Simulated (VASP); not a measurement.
# Sb (Cmmm) in VASP: notebook, part 2 of 2

VASP 6.6.1. The steps go on from the part before.

**3. Single point, PBEsol (strain +0.0450 x Voigt [0, 0, 0, 1, 0, 0])**

INCAR

```
SYSTEM = Sb
PREC     = Accurate       ! precision mode
ENCUT    = 520            ! plane-wave cutoff, eV
EDIFF    = 1E-6           ! SCF threshold, eV
ISMEAR   = 0              ! smearing method
SIGMA    = 0.15           ! smearing width, eV
LREAL    = .False.        ! projectors in reciprocal space
LASPH    = .True.         ! aspherical terms in the spheres
NELM     = 100            ! most SCF steps
ALGO     = Normal         ! electronic algorithm
ISIF     = 2              ! what is computed and relaxed
LWAVE    = .False.        ! write WAVECAR
LCHARG   = .True.         ! write CHGCAR
GGA      = PS             ! functional
LELF     = .True.         ! ELF
LVHAR    = .True.       
NBANDS   = 8              ! bands
```

KPOINTS

```
regular mesh
0
Gamma
  16 16 16
  0 0 0
```

POSCAR

```
Sb
1.0
    3.1600000000      0.0000000000      0.0000000000
    0.0000000000      3.1600000000      0.0711000000
    0.0000000000      0.0711000000      3.1600000000
Sb
1
Direct
    0.0000000000      0.0000000000      0.0000000000
```

Potentials or basis: VASP PAW PBE potentials, release 64 (Sb).

Command:

```console
> cat potpaw_PBE.64/Sb/POTCAR > POTCAR
> mpirun -np 1 vasp_std > vasp.out
```

OUTCAR:

```text
SYSTEM = Sb
   PREC = Accurate
   ENCUT = 520
   EDIFF = 1E-6
   ISMEAR = 0
   LREAL = .False.
   LASPH = .True.
   NELM = 100
   ISIF = 2
   GGA = PS

 ion  position               nearest neighbor table
   1  0.000  0.000  0.000-

  LATTYP: Found a base centered orthorhombic cell.
 ALAT       =     4.3683642728
 B/A-ratio  =     1.0460358056
 C/A-ratio  =     0.7233828964

  Lattice vectors:

 A1 = (   0.0000000000,  -0.0711000000,  -3.1600000000)
 A2 = (   0.0000000000,   3.1600000000,   0.0711000000)
 A3 = (   3.1600000000,   0.0000000000,   0.0000000000)

Analysis of symmetry for initial positions (statically):
=====================================================================
 Subroutine PRICEL returns:
 Original cell was already a primitive cell.

 Routine SETGRP: Setting up the symmetry group for a
 base centered orthorhombic supercell.

 Subroutine GETGRP returns: Found  8 space group operations
 (whereof  8 operations were pure point group operations)
 out of a pool of  8 trial point group operations.

The static configuration has the point symmetry D_2h.

Analysis of symmetry for dynamics (positions and initial velocities):
=====================================================================
 Subroutine PRICEL returns:
 Original cell was already a primitive cell.

 Routine SETGRP: Setting up the symmetry group for a
 base centered orthorhombic supercell.

 Subroutine GETGRP returns: Found  8 space group operations
 (whereof  8 operations were pure point group operations)
 out of a pool of  8 trial point group operations.

The dynamic configuration has the point symmetry D_2h.

 Subroutine INISYM returns: Found  8 space group operations
 (whereof  8 operations are pure point group operations),
 and found     1 'primitive' translations

----------------------------------------------------------------------------------------

                                     Primitive cell

  volume of cell :      31.5385

  direct lattice vectors                    reciprocal lattice vectors
     3.160000000  0.000000000  0.000000000     0.316455696  0.000000000  0.000000000
     0.000000000  3.160000000  0.071100000     0.000000000  0.316615983 -0.007123860
     0.000000000  0.071100000  3.160000000     0.000000000 -0.007123860  0.316615983

  length of vectors
     3.160000000  3.160799774  3.160799774     0.316455696  0.316696116  0.316696116

  position of ions in fractional coordinates (direct lattice)
     0.000000000  0.000000000  0.000000000

  ion indices of the primitive-cell ions
   primitive index   ion index
                 1           1

----------------------------------------------------------------------------------------

 KPOINTS: regular mesh

Automatic generation of k-mesh.
 Grid dimensions read from file:
 generate k-points for:   16   16   16

 Generating k-lattice:

  Cartesian coordinates                     Fractional coordinates (reciprocal lattice)
     0.019778481  0.000000000  0.000000000     0.062500000  0.000000000  0.000000000
     0.000000000  0.019788499 -0.000445241     0.000000000  0.062500000  0.000000000
     0.000000000 -0.000445241  0.019788499     0.000000000  0.000000000  0.062500000

  Length of vectors
     0.019778481  0.019793507  0.019793507

  Shift w.r.t. Gamma in fractional coordinates (k-lattice)
     0.000000000  0.000000000  0.000000000

 Subroutine IBZKPT returns following result:
 ===========================================

 Found    657 irreducible k-points:

 Following reciprocal coordinates:
            Coordinates               Weight
  0.000000  0.000000  0.000000      1.000000
  0.062500  0.000000  0.000000      2.000000
  0.125000  0.000000  0.000000      2.000000
  0.187500  0.000000  0.000000      2.000000
  0.250000  0.000000  0.000000      2.000000
  0.312500  0.000000  0.000000      2.000000
[... 16 lines left out ...]
  0.250000  0.125000 -0.000000      8.000000
  0.312500  0.125000 -0.000000      8.000000
 [... further k-points ...]
   k-points           NKPTS =    657   k-points in BZ     NKDIM =    657   number of bands    NBANDS=      8
   number of dos      NEDOS =    301   number of ions     NIONS =      1
   total plane-waves  NPLWV =  13824
   dimension x,y,z NGX =    24 NGY =   24 NGZ =   24
   dimension x,y,z NGXF=    48 NGYF=   48 NGZF=   48
   ions per type =               1
   NGX,Y,Z   is equivalent  to a cutoff of  12.63, 12.62, 12.62 a.u.
   NGXF,Y,Z  is equivalent  to a cutoff of  25.25, 25.25, 25.25 a.u.
 SYSTEM =  Sb
   PREC   = accura    normal or accurate (medium, high low for compatibility)
   ISTART =      0    job   : 0-new  1-cont  2-samecut
   ICHARG =      2    charge: 1-file 2-atom 10-const
   ISPIN  =      1    spin polarized calculation?
   LNONCOLLINEAR =      F non collinear calculations
   LSORBIT =      F    spin-orbit coupling
   LASPH  =      T    aspherical Exc in radial PAW
   ENCUT  =  520.0 eV  38.22 Ry    6.18 a.u.   5.88  5.88  5.88*2*pi/ulx,y,z
   NELM   =    100;   NELMIN=  2; NELMDL= -5     # of ELM steps
   EDIFF  = 0.1E-05   stopping-criterion for ELM
   LREAL  =      F    real-space projection
   EDIFFG = 0.1E-04   stopping-criterion for IOM
   NSW    =      0    number of steps for IOM
   IBRION =     -1    ionic relax: 0-MD 1-quasi-New 2-CG
   NFREE  =      0    steps in history (QN), initial steepest desc. (CG)
   ISIF   =      2    stress and relaxation
   ISYM   =      2    0-nonsym 1-usesym 2-fastsym
   POTIM  = 0.5000    time-step for ionic-motion
   TEBEG  =    0.0;   TEEND  =   0.0 temperature during run
   PSTRESS=    0.0 pullay stress
   NELECT =       5.0000    total number of electrons
   NUPDOWN=      -1.0000    fix difference up-down
   EMIN   =  10.00;   EMAX   =-10.00  energy-range for DOS
   EFERMI =   0.00;   METHOD = LEGACY
   ISMEAR =     0;   SIGMA  =   0.15  broadening in eV -4-tet -1-fermi 0-gaus
   EFERMI_NEDOS =   21; number of points for ismear=-14 and -15
   IALGO  =     38    algorithm
   IMIX   =      4    mixing-type and parameters
     AMIX     =   0.40;   BMIX     =  1.00
     AMIX_MAG =   1.60;   BMIX_MAG =  1.00
  volume/ion in A,a.u.               =      31.54       212.83
  Fermi-wavevector in a.u.,A,eV,Ry     =   0.886035  1.674364 10.681372  0.785059
  Thomas-Fermi vector in A             =   2.007148
   LORBIT       =      0    0 simple, 1 ext, 2 COOP (PROOUT), +10 PAW based schemes
   GGA     = PS    functional components
   LHFCALC =     F    Hartree Fock is set to
   AEXX    =    0.0000 exact exchange contribution
   IVDW    =     0    specifies the selected vdW correction
   LEPSILON=     F    determine dielectric tensor
   LRPA    =     F    only Hartree local field effects (RPA)
 non-spin polarized calculation
 Gauss-broadening in eV      SIGMA  =   0.15
  energy-cutoff  :      520.00
  volume of cell :       31.54
 maximum number of plane-waves:       872
 NGX is ok and might be reduce to    24
   NGX = 11   NGY = 11   NGZ = 11

 number of electron       5.0000001 magnetization

 Free energy of the ion-electron system (eV)
  ---------------------------------------------------
  ext. energy  EPLUGINS =         0.00000000
  ---------------------------------------------------
  free energy    TOTEN  =        -4.48626134 eV

  energy without entropy =       -4.48017468  energy(sigma->0) =       -4.48321801

 E-fermi :   6.2948     XC(G=0):  -9.5228

 val. band max:        6.2946025900   @ k =   0.1250  -0.1875   0.1875
 cond. band min:       6.2982220495   @ k =   0.0625  -0.1875   0.1875
 fundamental gap:      0.0036194595
 Fermi energy:         6.2947900238

 k-point     1 :       0.0000    0.0000    0.0000
  band No.  band energies     occupation
      1      -5.6794      2.00000
      2       9.3357      0.00000
      3       9.4207      0.00000
      4       9.5357      0.00000
      5      13.1989      0.00000
      6      13.2192      0.00000
      7      14.1096      0.00000
      8      23.5594      0.00000
[... 243 lines left out ...]
 k-point    24 :       0.3125    0.1250   -0.0000
  band No.  band energies     occupation
      1      -4.2216      2.00000
      2       3.3872      2.00000
      3       8.5192      0.00000
      4      10.7581      0.00000
      5      14.7380      0.00000
      6      15.7762      0.00000
      7      17.5547      0.00000
      8      19.2080      0.00000

 [... further k-points ...]

------------------------ aborting loop because EDIFF is reached ----------------------------------------

  FORCE on cell =-STRESS in cart. coord.  units (eV):
  Direction    XX          YY          ZZ          XY          YZ          ZX
  --------------------------------------------------------------------------------------
  -------------------------------------------------------------------------------------
  Total       -0.9554868     -0.9558665     -0.9558665      0.0000000     -0.1322581      0.0000000
  in kB      -48.5393498    -48.5586370    -48.5586370      0.0000000     -6.7187989      0.0000000
  external PRESSURE =     -48.5522080 kB  Pullay stress =       0.0000000 kB

 VOLUME and BASIS-vectors are now :
 -----------------------------------------------------------------------------
  energy-cutoff  :      520.00
  volume of cell :       31.54
      direct lattice vectors                 reciprocal lattice vectors
     3.160000000  0.000000000  0.000000000     0.316455696  0.000000000  0.000000000
     0.000000000  3.160000000  0.071100000     0.000000000  0.316615983 -0.007123860
     0.000000000  0.071100000  3.160000000     0.000000000 -0.007123860  0.316615983

 POSITION                                       TOTAL-FORCE (eV/Angst)
 -----------------------------------------------------------------------------------
      0.00000      0.00000      0.00000         0.000000     -0.000000      0.000000
 -----------------------------------------------------------------------------------
    total drift:                               -0.000000      0.000000      0.000000

  FREE ENERGIE OF THE ION-ELECTRON SYSTEM (eV)
  ---------------------------------------------------
  free  energy   TOTEN  =        -4.4862613444 eV

  energy  without entropy=       -4.4801746842  energy(sigma->0) =       -4.48321801
```

Wall time 1.8 min (1 thread of AMD EPYC 7R13, shared host); peak memory 0.24 GiB.

Results:

- Free energy: -4.4863 eV
- Pressure: -4.9 GPa
- Band gap on the k mesh: zero (an odd number of electrons rules out a gap without spin polarisation)

Caveat: the cell differs from its parent crystal (strain +0.0450 x Voigt [0, 0, 0, 1, 0, 0]); the cell stands under tension; the PAW data sets were made with another functional, which shifts forces and pressure a little; spin-orbit coupling is left out, which moves the levels of the heavy elements.

**4. Single point, PBEsol (strain +0.0525 x Voigt [0, 0, 0, 1, 0, 0])**

INCAR

```
PREC = Accurate ; ENCUT = 520
EDIFF = 1E-6 ; ISMEAR = 0
SIGMA = 0.15 ; LREAL = F
LASPH = T ; NELM = 60
ALGO = Normal ; ISIF = 2
LWAVE = F ; LCHARG = F
GGA = PS ; NBANDS = 8
```

KPOINTS

```
regular mesh
0
Gamma
  16 16 16
```

POSCAR

```
Sb
1.0
    3.1600000000      0.0000000000      0.0000000000
    0.0000000000      3.1600000000      0.0829500000
    0.0000000000      0.0829500000      3.1600000000
Sb
1
Direct
    0.0000000000      0.0000000000      0.0000000000
```

Potentials or basis: VASP PAW PBE potentials, release 64 (Sb).

Command:

```console
> cat potpaw_PBE.64/Sb/POTCAR > POTCAR
> mpirun -np 1 vasp_std > vasp.out
```

OUTCAR:

```text
PREC = Accurate
   ENCUT = 520
   EDIFF = 1E-6
   ISMEAR = 0
   LREAL = F
   LASPH = T
   NELM = 60
   ISIF = 2
   GGA = PS

 ion  position               nearest neighbor table
   1  0.000  0.000  0.000-

  LATTYP: Found a base centered orthorhombic cell.
 ALAT       =     4.3516058421
 B/A-ratio  =     1.0539152760
 C/A-ratio  =     0.7261687098

  Lattice vectors:

 A1 = (   0.0000000000,  -0.0829500000,  -3.1600000000)
[... 444 lines left out ...]
      7      17.5621      0.00000
      8      19.2073      0.00000

 [... further k-points ...]

------------------------ aborting loop because EDIFF is reached ----------------------------------------

  FORCE on cell =-STRESS in cart. coord.  units (eV):
  Direction    XX          YY          ZZ          XY          YZ          ZX
  --------------------------------------------------------------------------------------
  -------------------------------------------------------------------------------------
  Total       -0.9549932     -0.9550707     -0.9550707      0.0000000     -0.1509039      0.0000000
  in kB      -48.5231496    -48.5270850    -48.5270850      0.0000000     -7.6674161      0.0000000
  external PRESSURE =     -48.5257732 kB  Pullay stress =       0.0000000 kB

 VOLUME and BASIS-vectors are now :
 -----------------------------------------------------------------------------
  energy-cutoff  :      520.00
  volume of cell :       31.53
      direct lattice vectors                 reciprocal lattice vectors
     3.160000000  0.000000000  0.000000000     0.316455696  0.000000000  0.000000000
     0.000000000  3.160000000  0.082950000     0.000000000  0.316673904 -0.008312690
     0.000000000  0.082950000  3.160000000     0.000000000 -0.008312690  0.316673904

 POSITION                                       TOTAL-FORCE (eV/Angst)
 -----------------------------------------------------------------------------------
      0.00000      0.00000      0.00000         0.000000     -0.000000      0.000000
 -----------------------------------------------------------------------------------
    total drift:                                0.000000      0.000000      0.000000

  FREE ENERGIE OF THE ION-ELECTRON SYSTEM (eV)
  ---------------------------------------------------
  free  energy   TOTEN  =        -4.4853727319 eV

  energy  without entropy=       -4.4792301633  energy(sigma->0) =       -4.48230145
```

OSZICAR:

```text
N       E                     dE             d eps       ncg     rms          rms(c)
DAV:   1     0.451468492166E+01    0.45147E+01   -0.16129E+03 10576   0.402E+02
DAV:   2    -0.437548060259E+01   -0.88902E+01   -0.85931E+01 14952   0.511E+01
DAV:   3    -0.448622629295E+01   -0.11075E+00   -0.11048E+00 12440   0.648E+00
DAV:   4    -0.448672728956E+01   -0.50100E-03   -0.50099E-03 15960   0.527E-01
DAV:   5    -0.448672916258E+01   -0.18730E-05   -0.18731E-05 13488   0.208E-02    0.167E+00
DAV:   6    -0.448591643686E+01    0.81273E-03   -0.82775E-04 13304   0.157E-01    0.975E-01
DAV:   7    -0.448536690591E+01    0.54953E-03   -0.18470E-03 11664   0.231E-01    0.634E-02
DAV:   8    -0.448537187808E+01   -0.49722E-05   -0.51008E-05 13768   0.473E-02    0.576E-03
DAV:   9    -0.448537273186E+01   -0.85378E-06   -0.87150E-07 15328   0.687E-03
   1 F= -.44853727E+01 E0= -.44823014E+01  d E =-.614257E-02
```

stdout:

```text
POSCAR found type information on POSCAR Sb
 POSCAR found :  1 types and       1 ions
 scaLAPACK will be used
 -----------------------------------------------------------------------------
|                                                                             |
|                                                                             |
|     You enforced a specific xc type in the INCAR file but a different       |
|     I HOPE YOU KNOW WHAT YOU ARE DOING!                                     |
|                                                                             |
 -----------------------------------------------------------------------------

 LDA part: xc-table for (Slater+PW92), standard interpolation
 POSCAR, INCAR and KPOINTS ok, starting setup
 FFT: planning ... GRIDC
 FFT: planning ... GRID_SOFT
 FFT: planning ... GRID
 WAVECAR not read
 entering main loop
```

Run time: 2.1 min. Hardware: 1 thread of AMD EPYC 7R13, shared host; peak memory 0.24 GiB.

What came out:

| Quantity | Value |
| --- | --- |
| Free energy | -4.4854 eV |
| Pressure | -4.9 GPa |
| Band gap on the k mesh | zero (an odd number of electrons rules out a gap without spin polarisation) |

Stress tensor (GPa, compression positive):
```
-4.85  0.00  0.00
 0.00 -4.85 -0.77
 0.00 -0.77 -4.85
```

Levels at points of the mesh, in eV from the Fermi level:
```tsv
k point	band 1	band 2	band 3	band 4	band 5	band 6	band 7
(0.00, 0.00, 0.00)	-11.97	3.03	3.13	3.26	6.90	6.93	7.82
(0.50, 0.00, 0.00)	-9.75	-5.21	4.86	5.10	8.94	10.38	11.08
(0.00, 0.50, 0.00)	-9.74	-5.21	4.88	4.96	8.84	10.44	10.70
(0.50, 0.50, 0.00)	-7.41	-3.28	-3.28	2.33	6.71	12.11	12.96
(0.00, 0.50, 0.50)	-7.43	-3.56	-2.98	2.36	6.78	12.43	12.80
(0.50, 0.50, 0.50)	-4.87	-1.76	-1.50	-1.20	4.59	4.93	5.23
```

Caveat: the cell differs from its parent crystal (strain +0.0525 x Voigt [0, 0, 0, 1, 0, 0]); the cell stands under tension; the PAW data sets were made with another functional, which shifts forces and pressure a little; spin-orbit coupling is left out, which moves the levels of the heavy elements.

**5. The runs side by side**

| cell | gap on the mesh (eV) | pressure (GPa) |
| --- | --- | --- |
| a = 3.160, b = 3.161, c = 3.161 Å, angles 93.4, 90.0, 90.0°, 1 atom | none | -4.9 |
| a = 3.160, b = 3.161, c = 3.161 Å, angles 87.4, 90.0, 90.0°, 1 atom | none | -4.9 |
| a = 3.160, b = 3.161, c = 3.161 Å, angles 87.0, 90.0, 90.0°, 1 atom | none | -4.9 |

Alike in all rows: task single point; level PBEsol; potentials or basis VASP PAW PBE potentials, release 64 (Sb); no spin polarisation; k mesh 16 × 16 × 16; cutoff (eV) 520; smearing gaussian 0.15 eV.

Caveats: the cell stands under tension; the PAW data sets were made with another functional, which shifts forces and pressure a little; spin-orbit coupling is left out, which moves the levels of the heavy elements.

Absolute energies hang on the potentials; compare differences alone.
